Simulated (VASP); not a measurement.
# Ni (Fm-3m) in VASP: single point with PBEsol

Aim: the single point of Ni with PBEsol.

Program: VASP 6.6.1. These are calculated values, not measurements. Logs are shortened: lines on timing, memory, paths and dates and some standing lists are left out, and cuts for length are marked.

## Step 1: The cell of the first run

It takes space group Fm-3m (No. 225, cubic). The conventional cell has a = 3.464 Å, b = 3.464 Å, c = 3.464 Å, α = 90.00°, β = 90.00°, γ = 90.00°. Within 3.2 Å of Ni (site symmetry m-3m) lie 12 Ni at 2.45 Å.

## Step 2: Single point, PBEsol, collinear spin, ferromagnetic start

Contents of INCAR:

```
PREC = Accurate
ENCUT = 520
EDIFF = 1E-6
ISMEAR = -1
SIGMA = 0.1
LREAL = False
LASPH = True
NELM = 150
ALGO = Normal
ISIF = 2
LWAVE = False
LCHARG = False
ISPIN = 2
MAGMOM = 1 1 1
LORBIT = 11
LMAXMIX = 4
GGA = PS
NBANDS = 26
```

Contents of KPOINTS:

```
Automatic mesh
0
Gamma
  15 15 6
```

Contents of POSCAR:

```
Ni
1.0
    0.0000000000      1.7322451485     -1.7322451485
   -1.7322451485      0.0000000000      1.7322451485
    3.4644902970      3.4644902970      3.4644902970
Ni
3
Direct
    0.0000000000      0.0000000000      0.0000000000
    0.3333333330      0.6666666670      0.3333333330
    0.6666666670      0.3333333330      0.6666666670
```

Potentials or basis: VASP PAW PBE potentials, release 64 (Ni).

Launch:

```console
> cat potpaw_PBE.64/Ni/POTCAR > POTCAR
> mpirun -np 1 vasp_std > vasp.out
```

OUTCAR:

```text
PREC = Accurate
   ENCUT = 520
   EDIFF = 1E-6
   ISMEAR = -1
   LREAL = False
   LASPH = True
   NELM = 150
   ISIF = 2
   ISPIN = 2
   LORBIT = 11
   GGA = PS

 ion  position               nearest neighbor table
   1  0.000  0.000  0.000-   2 2.45   3 2.45   3 2.45   2 2.45   3 2.45   2 2.45
   2  0.333  0.667  0.333-   1 2.45   1 2.45   1 2.45   3 2.45   3 2.45   3 2.45
   3  0.667  0.333  0.667-   1 2.45   1 2.45   1 2.45   2 2.45   2 2.45   2 2.45

  LATTYP: Found a hexagonal cell.
 ALAT       =     2.4497645824
 C/A-ratio  =     2.4494897428

  Lattice vectors:

 A1 = (   0.0000000000,   1.7322451485,  -1.7322451485)
 A2 = (  -1.7322451485,   0.0000000000,   1.7322451485)
 A3 = (   3.4644902970,   3.4644902970,   3.4644902970)

Analysis of symmetry for initial positions (statically):
=====================================================================
 Subroutine PRICEL returns following result:

  LATTYP: Found a face centered cubic cell.
 ALAT       =     3.4644902935

  Lattice vectors:

 A1 = (   1.7322451468,   1.7322451468,   0.0000000000)
 A2 = (  -0.0000000017,   1.7322451468,   1.7322451485)
 A3 = (   1.7322451520,   0.0000000035,   1.7322451485)

   3 primitive cells build up your supercell.

 Routine SETGRP: Setting up the symmetry group for a
 hexagonal supercell.

 Subroutine GETGRP returns: Found 12 space group operations
 (whereof 12 operations were pure point group operations)
 out of a pool of 24 trial point group operations.

The static configuration has the point symmetry D_3d.

Analysis of symmetry for dynamics (positions and initial velocities):
=====================================================================
 Subroutine PRICEL returns following result:

  LATTYP: Found a face centered cubic cell.
 ALAT       =     3.4644902935

  Lattice vectors:

 A1 = (   1.7322451468,   1.7322451468,   0.0000000000)
 A2 = (  -0.0000000017,   1.7322451468,   1.7322451485)
 A3 = (   1.7322451520,   0.0000000035,   1.7322451485)

   3 primitive cells build up your supercell.

 Routine SETGRP: Setting up the symmetry group for a
 hexagonal supercell.

 Subroutine GETGRP returns: Found 12 space group operations
 (whereof 12 operations were pure point group operations)
 out of a pool of 24 trial point group operations.

The dynamic configuration has the point symmetry D_3d.

Analysis of structural, dynamic, and magnetic symmetry:
=====================================================================
 Subroutine PRICEL returns following result:

  LATTYP: Found a face centered cubic cell.
 ALAT       =     3.4644902935

  Lattice vectors:

 A1 = (   1.7322451468,   1.7322451468,   0.0000000000)
 A2 = (  -0.0000000017,   1.7322451468,   1.7322451485)
 A3 = (   1.7322451520,   0.0000000035,   1.7322451485)

   3 primitive cells build up your supercell.

 Routine SETGRP: Setting up the symmetry group for a
 hexagonal supercell.

 Subroutine GETGRP returns: Found 12 space group operations
 (whereof 12 operations were pure point group operations)
 out of a pool of 24 trial point group operations.

The overall configuration has the point symmetry D_3d.

 Subroutine INISYM returns: Found 12 space group operations
 (whereof 12 operations are pure point group operations),
 and found     3 'primitive' translations

----------------------------------------------------------------------------------------

                                     Primitive cell

  volume of cell :      10.3958

  direct lattice vectors                    reciprocal lattice vectors
     1.732245147  1.732245147  0.000000000     0.288642747  0.288642749 -0.288642749
    -0.000000002  1.732245147  1.732245148    -0.288642748  0.288642748  0.288642748
     1.732245152  0.000000003  1.732245149     0.288642748 -0.288642748  0.288642748

  length of vectors
     2.449764580  2.449764581  2.449764585     0.499943906  0.499943905  0.499943905

  position of ions in fractional coordinates (direct lattice)
     0.000000000  0.000000000  0.000000000

  ion indices of the primitive-cell ions
   primitive index   ion index
                 1           1

----------------------------------------------------------------------------------------

 KPOINTS: Automatic mesh

Automatic generation of k-mesh.
 Grid dimensions read from file:
 generate k-points for:   15   15    6

 Generating k-lattice:

  Cartesian coordinates                     Fractional coordinates (reciprocal lattice)
    -0.012828567  0.025657133 -0.012828567     0.066666667  0.000000000  0.000000000
    -0.025657133  0.012828567  0.012828567     0.000000000  0.066666667  0.000000000
     0.016035708  0.016035708  0.016035708     0.000000000  0.000000000  0.166666667

  Length of vectors
     0.031423442  0.031423442  0.027774661

  Shift w.r.t. Gamma in fractional coordinates (k-lattice)
     0.000000000  0.000000000  0.000000000

 Subroutine IBZKPT returns following result:
 ===========================================

 Found    146 irreducible k-points:

 Following reciprocal coordinates:
            Coordinates               Weight
  0.000000  0.000000  0.000000      1.000000
  0.066667  0.000000  0.000000      6.000000
  0.133333  0.000000  0.000000      6.000000
  0.200000  0.000000  0.000000      6.000000
  0.266667  0.000000  0.000000      6.000000
  0.333333  0.000000  0.000000      6.000000
[... 16 lines left out ...]
  0.333333  0.200000  0.000000     12.000000
  0.400000  0.200000 -0.000000      6.000000
 [... further k-points ...]
   k-points           NKPTS =    146   k-points in BZ     NKDIM =    146   number of bands    NBANDS=     26
   number of dos      NEDOS =    301   number of ions     NIONS =      3
   total plane-waves  NPLWV =  15552
   dimension x,y,z NGX =    18 NGY =   18 NGZ =   48
   dimension x,y,z NGXF=    36 NGYF=   36 NGZF=   96
   ions per type =               3
   NGX,Y,Z   is equivalent  to a cutoff of  12.22, 12.22, 13.30 a.u.
   NGXF,Y,Z  is equivalent  to a cutoff of  24.43, 24.43, 26.60 a.u.
 SYSTEM =  unknown system
   PREC   = accura    normal or accurate (medium, high low for compatibility)
   ISTART =      0    job   : 0-new  1-cont  2-samecut
   ICHARG =      2    charge: 1-file 2-atom 10-const
   ISPIN  =      2    spin polarized calculation?
   LNONCOLLINEAR =      F non collinear calculations
   LSORBIT =      F    spin-orbit coupling
   LASPH  =      T    aspherical Exc in radial PAW
   ENCUT  =  520.0 eV  38.22 Ry    6.18 a.u.   4.55  4.55 11.16*2*pi/ulx,y,z
   NELM   =    150;   NELMIN=  2; NELMDL= -5     # of ELM steps
   EDIFF  = 0.1E-05   stopping-criterion for ELM
   LREAL  =      F    real-space projection
   EDIFFG = 0.1E-04   stopping-criterion for IOM
   NSW    =      0    number of steps for IOM
   IBRION =     -1    ionic relax: 0-MD 1-quasi-New 2-CG
   NFREE  =      0    steps in history (QN), initial steepest desc. (CG)
   ISIF   =      2    stress and relaxation
   ISYM   =      2    0-nonsym 1-usesym 2-fastsym
   POTIM  = 0.5000    time-step for ionic-motion
   TEBEG  =    0.0;   TEEND  =   0.0 temperature during run
   PSTRESS=    0.0 pullay stress
   NELECT =      30.0000    total number of electrons
   NUPDOWN=      -1.0000    fix difference up-down
   EMIN   =  10.00;   EMAX   =-10.00  energy-range for DOS
   EFERMI =   0.00;   METHOD = LEGACY
   ISMEAR =    -1;   SIGMA  =   0.10  broadening in eV -4-tet -1-fermi 0-gaus
   EFERMI_NEDOS =   21; number of points for ismear=-14 and -15
   IALGO  =     38    algorithm
   IMIX   =      4    mixing-type and parameters
     AMIX     =   0.40;   BMIX     =  1.00
     AMIX_MAG =   1.60;   BMIX_MAG =  1.00
  volume/ion in A,a.u.               =      10.40        70.15
  Fermi-wavevector in a.u.,A,eV,Ry     =   1.616053  3.053897 35.533327  2.611626
  Thomas-Fermi vector in A             =   2.710701
   LORBIT       =     11    0 simple, 1 ext, 2 COOP (PROOUT), +10 PAW based schemes
   GGA     = PS    functional components
   LHFCALC =     F    Hartree Fock is set to
   AEXX    =    0.0000 exact exchange contribution
   IVDW    =     0    specifies the selected vdW correction
   LEPSILON=     F    determine dielectric tensor
   LRPA    =     F    only Hartree local field effects (RPA)
 spin polarized calculation
  energy-cutoff  :      520.00
  volume of cell :       31.19
 maximum number of plane-waves:       858
   NGX =  9   NGY =  9   NGZ = 23

 number of electron      29.9999948 magnetization       1.8232326

 Free energy of the ion-electron system (eV)
  ---------------------------------------------------
  ext. energy  EPLUGINS =         0.00000000
  ---------------------------------------------------
  free energy    TOTEN  =       -18.48850247 eV

  energy without entropy =      -18.33097192  energy(sigma->0) =      -18.40973720

 E-fermi :   9.8311     XC(G=0): -13.7076

 val. band max:        9.8301008663   @ k =   0.2000   0.0000   0.0000
 cond. band min:       9.8451391891   @ k =   0.0000   0.4000   0.1667
 fundamental gap:      0.0150383228
 Fermi energy:         9.8311286712

 spin component 1

 k-point     1 :       0.0000    0.0000    0.0000
  band No.  band energies     occupation
      1       0.4622      1.00000
      2       3.9872      1.00000
      3       3.9872      1.00000
      4       7.2976      1.00000
      5       7.2976      1.00000
      6       7.3176      1.00000
[... 18 lines left out ...]
     25      35.5582      0.00000
     26      35.5582      0.00000
[... 644 lines left out ...]
      4       5.8028      1.00000
      5       6.5173      1.00000
      6       6.5173      1.00000
[... 18 lines left out ...]
     25      26.6302      0.00000
     26      29.0361      0.00000

 [... further k-points ...]

 spin component 2

 k-point     1 :       0.0000    0.0000    0.0000
  band No.  band energies     occupation
      1       0.4571      1.00000
      2       4.1217      1.00000
      3       4.1217      1.00000
      4       7.7249      1.00000
      5       7.7249      1.00000
      6       8.0105      1.00000
[... 18 lines left out ...]
     25      35.6675      0.00000
     26      35.6675      0.00000
[... 644 lines left out ...]
      4       6.3031      1.00000
      5       6.9400      1.00000
      6       6.9400      1.00000
[... 18 lines left out ...]
     25      26.6885      0.00000
     26      29.1325      0.00000

 [... further k-points ...]
[... 5 lines left out ...]
  --------------------------------------------------------------------------------------
  -------------------------------------------------------------------------------------
  Total       -0.0035190     -0.0035190     -0.0035190     -0.0099991     -0.0099991     -0.0099991
  in kB       -0.1807795     -0.1807795     -0.1807795     -0.5136776     -0.5136776     -0.5136776
  external PRESSURE =      -0.1807795 kB  Pullay stress =       0.0000000 kB

 VOLUME and BASIS-vectors are now :
 -----------------------------------------------------------------------------
  energy-cutoff  :      520.00
  volume of cell :       31.19
      direct lattice vectors                 reciprocal lattice vectors
     0.000000000  1.732245149 -1.732245149    -0.192428499  0.384856997 -0.192428499
    -1.732245149  0.000000000  1.732245149    -0.384856997  0.192428499  0.192428499
     3.464490297  3.464490297  3.464490297     0.096214249  0.096214249  0.096214249

 POSITION                                       TOTAL-FORCE (eV/Angst)
 -----------------------------------------------------------------------------------
      0.00000      0.00000      0.00000        -0.000000     -0.000000     -0.000000
     -0.00000      1.73225      1.73225        -0.000000     -0.000000     -0.000000
      1.73225      3.46449      1.73225         0.000000      0.000000      0.000000
 -----------------------------------------------------------------------------------
    total drift:                                0.000000      0.000000     -0.000000

  FREE ENERGIE OF THE ION-ELECTRON SYSTEM (eV)
  ---------------------------------------------------
  free  energy   TOTEN  =       -18.4885024700 eV

  energy  without entropy=      -18.3309719239  energy(sigma->0) =      -18.40973720

 total charge

# of ion       s       p       d       tot
------------------------------------------
    1        0.521   0.545   8.333   9.399
    2        0.521   0.545   8.333   9.399
    3        0.521   0.545   8.333   9.399
--------------------------------------------------
tot          1.562   1.635  24.999  28.196

 magnetization (x)

# of ion       s       p       d       tot
------------------------------------------
    1       -0.006  -0.023   0.642   0.613
    2       -0.006  -0.023   0.642   0.613
    3       -0.006  -0.023   0.642   0.613
--------------------------------------------------
tot         -0.018  -0.068   1.925   1.839
```

Run time: 2.9 min. Hardware: 1 thread of Oxide Virtual Turin-like, shared host; peak memory 0.23 GiB.

Results:

```
Free energy                                           : -18.4885 eV
Pressure                                              : 0.0 GPa
Net moment                                            : 1.82 μB per cell
Site moments                                          : Ni +0.61 μB
Valence electrons inside the program's atomic spheres : Ni 9.40
```

Levels at points of the mesh, in eV from the Fermi level:
Spin up:
```csv
k point,band 14,band 15,band 16,band 17,band 18,band 19
"(0.00, 0.00, 0.00)",-1.28,-0.92,-0.92,-0.92,-0.92,10.88
"(0.00, 0.00, 0.50)",-1.33,-1.33,-0.55,-0.55,-0.41,6.00
```
Spin down:
```tsv
k point	band 12	band 13	band 14	band 15	band 16	band 17
(0.00, 0.00, 0.00)	-1.74	-0.67	-0.67	-0.23	-0.23	-0.23
(0.00, 0.00, 0.50)	-0.72	-0.72	-0.72	-0.72	-0.44	0.17
```

Caveat: the PAW data sets were made with another functional, which shifts forces and pressure a little.
